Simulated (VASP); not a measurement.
# Tl (Fd-3m) in VASP: notebook

The runs below take Tl through single point, relaxation of cell and atoms, with PBEsol.

All numbers are computed with VASP 6.6.1; they aren't measurements. Logs are shortened: lines on timing, memory, paths and dates and some standing lists are left out, and cuts for length are marked.

**1. The cell of the first run**

Symmetry: Fd-3m, No. 227, cubic system. The conventional cell has a = 5.590 Å, b = 5.590 Å, c = 5.590 Å, α = 90.00°, β = 90.00°, γ = 90.00°. Tl (site symmetry -43m) has 4 Tl at 2.42 Å within 3.2 Å.

This isn't the form of Tl at room conditions, which is hcp.

**2. Single point, PBEsol**

File INCAR:

```
PREC = Accurate
ENCUT = 520
EDIFF = 1E-7
ISMEAR = -1
SIGMA = 0.08
LREAL = False
LASPH = True
NELM = 80
ALGO = Normal
ISIF = 2
LWAVE = False
LCHARG = True
GGA = PS
LELF = True
LVHAR = True
NBANDS = 20
```

File KPOINTS:

```
regular mesh
0
Gamma
  12 12 12
```

File POSCAR:

```
Tl
1.0
    0.0000000000      2.7948949353      2.7948949353
    2.7948949353      0.0000000000      2.7948949353
    2.7948949353      2.7948949353      0.0000000000
Tl
2
Direct
   -0.1250000000     -0.1250000000     -0.1250000000
    0.1250000000      0.1250000000      0.1250000000
```

Potentials or basis: VASP PAW PBE potentials, release 64 (Tl_d).

Launch:

```bash
$ cat potpaw_PBE.64/Tl_d/POTCAR > POTCAR
$ mpirun -np 1 vasp_std > vasp.out
```

OUTCAR:

```text
PREC = Accurate
   ENCUT = 520
   EDIFF = 1E-7
   ISMEAR = -1
   LREAL = False
   LASPH = True
   NELM = 80
   ISIF = 2
   GGA = PS

 ion  position               nearest neighbor table
   1  0.875  0.875  0.875-   2 2.42   2 2.42   2 2.42   2 2.42
   2  0.125  0.125  0.125-   1 2.42   1 2.42   1 2.42   1 2.42

  LATTYP: Found a face centered cubic cell.
 ALAT       =     5.5897898706

  Lattice vectors:

 A1 = (   0.0000000000,   2.7948949353,   2.7948949353)
 A2 = (   2.7948949353,   0.0000000000,   2.7948949353)
 A3 = (   2.7948949353,   2.7948949353,   0.0000000000)

Analysis of symmetry for initial positions (statically):
=====================================================================
 Subroutine PRICEL returns:
 Original cell was already a primitive cell.

 Routine SETGRP: Setting up the symmetry group for a
 face centered cubic supercell.

 Subroutine GETGRP returns: Found 48 space group operations
 (whereof 12 operations were pure point group operations)
 out of a pool of 48 trial point group operations.

The static configuration has the point symmetry D_3d.
 The point group associated with its full space group is O_h .

Analysis of symmetry for dynamics (positions and initial velocities):
=====================================================================
 Subroutine PRICEL returns:
 Original cell was already a primitive cell.

 Routine SETGRP: Setting up the symmetry group for a
 face centered cubic supercell.

 Subroutine GETGRP returns: Found 48 space group operations
 (whereof 12 operations were pure point group operations)
 out of a pool of 48 trial point group operations.

The dynamic configuration has the point symmetry D_3d.
 The point group associated with its full space group is O_h .

 Subroutine INISYM returns: Found 48 space group operations
 (whereof 12 operations are pure point group operations),
 and found     1 'primitive' translations

----------------------------------------------------------------------------------------

                                     Primitive cell

  volume of cell :      43.6643

  direct lattice vectors                    reciprocal lattice vectors
     0.000000000  2.794894935  2.794894935    -0.178897601  0.178897601  0.178897601
     2.794894935  0.000000000  2.794894935     0.178897601 -0.178897601  0.178897601
     2.794894935  2.794894935  0.000000000     0.178897601  0.178897601 -0.178897601

  length of vectors
     3.952578323  3.952578323  3.952578323     0.309859735  0.309859735  0.309859735

  position of ions in fractional coordinates (direct lattice)
     0.875000000  0.875000000  0.875000000
     0.125000000  0.125000000  0.125000000

  ion indices of the primitive-cell ions
   primitive index   ion index
                 1           1
                 2           2

----------------------------------------------------------------------------------------

 KPOINTS: regular mesh

Automatic generation of k-mesh.
 Grid dimensions read from file:
 generate k-points for:   12   12   12

 Generating k-lattice:

  Cartesian coordinates                     Fractional coordinates (reciprocal lattice)
    -0.014908133  0.014908133  0.014908133     0.083333333  0.000000000  0.000000000
     0.014908133 -0.014908133  0.014908133     0.000000000  0.083333333  0.000000000
     0.014908133  0.014908133 -0.014908133     0.000000000  0.000000000  0.083333333

  Length of vectors
     0.025821645  0.025821645  0.025821645

  Shift w.r.t. Gamma in fractional coordinates (k-lattice)
     0.000000000  0.000000000  0.000000000

 Subroutine IBZKPT returns following result:
 ===========================================

 Found     72 irreducible k-points:

 Following reciprocal coordinates:
            Coordinates               Weight
  0.000000  0.000000  0.000000      1.000000
  0.083333  0.000000  0.000000      8.000000
  0.166667  0.000000  0.000000      8.000000
  0.250000  0.000000  0.000000      8.000000
  0.333333  0.000000  0.000000      8.000000
  0.416667  0.000000  0.000000      8.000000
[... 16 lines left out ...]
  0.500000  0.166667  0.000000     24.000000
 -0.416667  0.166667  0.000000     24.000000
 [... further k-points ...]
   k-points           NKPTS =     72   k-points in BZ     NKDIM =     72   number of bands    NBANDS=     20
   number of dos      NEDOS =    301   number of ions     NIONS =      2
   total plane-waves  NPLWV =  27000
   dimension x,y,z NGX =    30 NGY =   30 NGZ =   30
   dimension x,y,z NGXF=    60 NGYF=   60 NGZF=   60
   ions per type =               2
   NGX,Y,Z   is equivalent  to a cutoff of  12.62, 12.62, 12.62 a.u.
   NGXF,Y,Z  is equivalent  to a cutoff of  25.24, 25.24, 25.24 a.u.
 SYSTEM =  unknown system
   PREC   = accura    normal or accurate (medium, high low for compatibility)
   ISTART =      0    job   : 0-new  1-cont  2-samecut
   ICHARG =      2    charge: 1-file 2-atom 10-const
   ISPIN  =      1    spin polarized calculation?
   LNONCOLLINEAR =      F non collinear calculations
   LSORBIT =      F    spin-orbit coupling
   LASPH  =      T    aspherical Exc in radial PAW
   ENCUT  =  520.0 eV  38.22 Ry    6.18 a.u.   7.35  7.35  7.35*2*pi/ulx,y,z
   NELM   =     80;   NELMIN=  2; NELMDL= -5     # of ELM steps
   EDIFF  = 0.1E-06   stopping-criterion for ELM
   LREAL  =      F    real-space projection
   EDIFFG = 0.1E-05   stopping-criterion for IOM
   NSW    =      0    number of steps for IOM
   IBRION =     -1    ionic relax: 0-MD 1-quasi-New 2-CG
   NFREE  =      0    steps in history (QN), initial steepest desc. (CG)
   ISIF   =      2    stress and relaxation
   ISYM   =      2    0-nonsym 1-usesym 2-fastsym
   POTIM  = 0.5000    time-step for ionic-motion
   TEBEG  =    0.0;   TEEND  =   0.0 temperature during run
   PSTRESS=    0.0 pullay stress
   NELECT =      26.0000    total number of electrons
   NUPDOWN=      -1.0000    fix difference up-down
   EMIN   =  10.00;   EMAX   =-10.00  energy-range for DOS
   EFERMI =   0.00;   METHOD = LEGACY
   ISMEAR =    -1;   SIGMA  =   0.08  broadening in eV -4-tet -1-fermi 0-gaus
   EFERMI_NEDOS =   21; number of points for ismear=-14 and -15
   IALGO  =     38    algorithm
   IMIX   =      4    mixing-type and parameters
     AMIX     =   0.40;   BMIX     =  1.00
     AMIX_MAG =   1.60;   BMIX_MAG =  1.00
  volume/ion in A,a.u.               =      21.83       147.33
  Fermi-wavevector in a.u.,A,eV,Ry     =   1.377285  2.602691 25.809079  1.896914
  Thomas-Fermi vector in A             =   2.502452
   LORBIT       =      0    0 simple, 1 ext, 2 COOP (PROOUT), +10 PAW based schemes
   GGA     = PS    functional components
   LHFCALC =     F    Hartree Fock is set to
   AEXX    =    0.0000 exact exchange contribution
   IVDW    =     0    specifies the selected vdW correction
   LEPSILON=     F    determine dielectric tensor
   LRPA    =     F    only Hartree local field effects (RPA)
 non-spin polarized calculation
  energy-cutoff  :      520.00
  volume of cell :       43.66
 maximum number of plane-waves:      1243
 NGX is ok and might be reduce to    30
   NGX = 15   NGY = 15   NGZ = 15

 number of electron      25.9999993 magnetization

 Free energy of the ion-electron system (eV)
  ---------------------------------------------------
  ext. energy  EPLUGINS =         0.00000000
  ---------------------------------------------------
  free energy    TOTEN  =        -0.36631187 eV

  energy without entropy =       -0.34739282  energy(sigma->0) =       -0.35685234

 E-fermi :   9.6469     XC(G=0): -11.4984

 val. band max:        9.5219910268   @ k =   0.5000   0.1667   0.0833
 cond. band min:       9.6762567294   @ k =   0.3333   0.2500   0.0000
 fundamental gap:      0.1542657026
 Fermi energy:         9.6468906964

 k-point     1 :       0.0000    0.0000    0.0000
  band No.  band energies     occupation
      1      -4.5576      2.00000
      2      -4.5576      2.00000
      3      -4.5576      2.00000
      4      -4.4162      2.00000
      5      -4.4162      2.00000
      6      -3.5808      2.00000
[... 12 lines left out ...]
     19      16.1519      0.00000
     20      19.4483      0.00000

 k-point     2 :       0.0833    0.0000    0.0000
  band No.  band energies     occupation
      1      -4.6330      2.00000
      2      -4.6330      2.00000
      3      -4.5597      2.00000
      4      -4.3182      2.00000
      5      -4.3182      2.00000
      6      -3.5389      2.00000
[... 12 lines left out ...]
     19      17.9642      0.00000
     20      19.2907      0.00000

 k-point     3 :       0.1667    0.0000    0.0000
  band No.  band energies     occupation
      1      -4.7155      2.00000
      2      -4.7154      2.00000
      3      -4.5663      2.00000
      4      -4.1801      2.00000
      5      -4.1801      2.00000
      6      -3.4659      2.00000
[... 12 lines left out ...]
     19      17.9159      0.00000
     20      19.4830      0.00000

 k-point     4 :       0.2500    0.0000    0.0000
  band No.  band energies     occupation
      1      -4.7580      2.00000
      2      -4.7580      2.00000
      3      -4.5770      2.00000
      4      -4.0784      2.00000
      5      -4.0784      2.00000
      6      -3.4512      2.00000
[... 12 lines left out ...]
     19      18.6908      0.00000
     20      20.0367      0.00000

 k-point     5 :       0.3333    0.0000    0.0000
  band No.  band energies     occupation
      1      -4.7630      2.00000
      2      -4.7630      2.00000
      3      -4.5878      2.00000
      4      -4.0377      2.00000
      5      -4.0377      2.00000
      6      -3.4969      2.00000
[... 12 lines left out ...]
     19      20.3827      0.00000
     20      20.9298      0.00000
[... 353 lines left out ...]
      6      -3.5776      2.00000
[... 12 lines left out ...]
     19      19.9327      0.00000
     20      21.8983      0.00000

 k-point    22 :       0.4167    0.1667    0.0000
  band No.  band energies     occupation
      1      -4.9385      2.00000
      2      -4.7251      2.00000
      3      -4.5842      2.00000
      4      -3.9324      2.00000
      5      -3.7350      2.00000
      6      -3.6013      2.00000
[... 12 lines left out ...]
     19      19.9215      0.00000
     20      22.5369      0.00000

 k-point    23 :       0.5000    0.1667    0.0000
  band No.  band energies     occupation
      1      -4.9540      2.00000
      2      -4.7686      2.00000
      3      -4.5125      2.00000
      4      -3.8491      2.00000
      5      -3.8024      2.00000
      6      -3.6304      2.00000
[... 12 lines left out ...]
     19      20.1742      0.00000
     20      22.5828      0.00000

 k-point    24 :      -0.4167    0.1667    0.0000
  band No.  band energies     occupation
      1      -4.9433      2.00000
      2      -4.8205      2.00000
      3      -4.4414      2.00000
      4      -3.9169      2.00000
      5      -3.7654      2.00000
      6      -3.6231      2.00000
[... 12 lines left out ...]
     19      20.9605      0.00000
     20      21.8413      0.00000

 [... further k-points ...]

------------------------ aborting loop because EDIFF is reached ----------------------------------------

  FORCE on cell =-STRESS in cart. coord.  units (eV):
  Direction    XX          YY          ZZ          XY          YZ          ZX
  --------------------------------------------------------------------------------------
  -------------------------------------------------------------------------------------
  Total       18.3237172     18.3237172     18.3237172      0.0000000      0.0000000     -0.0000000
  in kB      672.3535576    672.3535576    672.3535576      0.0000000      0.0000000     -0.0000000
  external PRESSURE =     672.3535576 kB  Pullay stress =       0.0000000 kB

 VOLUME and BASIS-vectors are now :
 -----------------------------------------------------------------------------
  energy-cutoff  :      520.00
  volume of cell :       43.66
      direct lattice vectors                 reciprocal lattice vectors
     0.000000000  2.794894935  2.794894935    -0.178897601  0.178897601  0.178897601
     2.794894935  0.000000000  2.794894935     0.178897601 -0.178897601  0.178897601
     2.794894935  2.794894935  0.000000000     0.178897601  0.178897601 -0.178897601

 POSITION                                       TOTAL-FORCE (eV/Angst)
 -----------------------------------------------------------------------------------
      4.89107      4.89107      4.89107         0.000000      0.000000      0.000000
      0.69872      0.69872      0.69872        -0.000000     -0.000000     -0.000000
 -----------------------------------------------------------------------------------
    total drift:                               -0.000000      0.000000      0.000000

  FREE ENERGIE OF THE ION-ELECTRON SYSTEM (eV)
  ---------------------------------------------------
  free  energy   TOTEN  =        -0.3663118669 eV

  energy  without entropy=       -0.3473928174  energy(sigma->0) =       -0.35685234
```

It took 30 s on 1 thread of AMD EPYC 9R45 (Zen 5), shared host; peak memory 0.17 GiB.

Results:

```yaml
Free_energy: -0.3663 eV
Pressure: 67.2 GPa
Band_gap_on_the_k_mesh: zero (bands 13 and 14 overlap by 7.68 eV)
```

Caveat: the cell stands under pressure; the PAW data sets were made with another functional, which shifts forces and pressure a little; spin-orbit coupling is left out, which moves the levels of the heavy elements.

**3. Single point, PBEsol**

File INCAR:

```
SYSTEM = Tl
  PREC = Accurate
  ENCUT = 520
  EDIFF = 1E-6
  ISMEAR = -1
  SIGMA = 0.08
  LREAL = .False.
  LASPH = .True.
  NELM = 100
  ALGO = Normal
  ISIF = 2
  LWAVE = .False.
  LCHARG = .False.
  GGA = PS
  NBANDS = 20
```

File KPOINTS:

```
Automatic mesh
0
Gamma
  12 12 12
  0 0 0
```

POSCAR is that of step 2.

Potentials or basis: VASP PAW PBE potentials, release 64 (Tl_d).

Launch:

```bash
$ cat potpaw_PBE.64/Tl_d/POTCAR > POTCAR
$ mpirun -np 1 vasp_std > vasp.out
```

Run time: 24 s. Hardware: 1 thread of AMD EPYC 9R45 (Zen 5), shared host; peak memory 0.17 GiB.

The run converged. Its results:

```
Free energy            : -0.3663 eV
Pressure               : 67.2 GPa
Band gap on the k mesh : zero (bands 13 and 14 overlap by 7.68 eV)
```

Levels at points of the mesh, in eV from the Fermi level:
```tsv
k point	band 11	band 12	band 13	band 14	band 15	band 16
(0.00, 0.00, 0.00)	-11.14	4.71	5.25	5.25	5.25	6.30
(0.50, 0.00, 0.00)	-8.41	-6.71	2.04	2.04	4.51	6.30
(0.50, 0.50, 0.00)	-6.74	-6.74	-1.28	-1.28	3.64	3.64
```

Caveat: the cell stands under pressure; the PAW data sets were made with another functional, which shifts forces and pressure a little; spin-orbit coupling is left out, which moves the levels of the heavy elements.

(Part 1 of 2 ends here.)
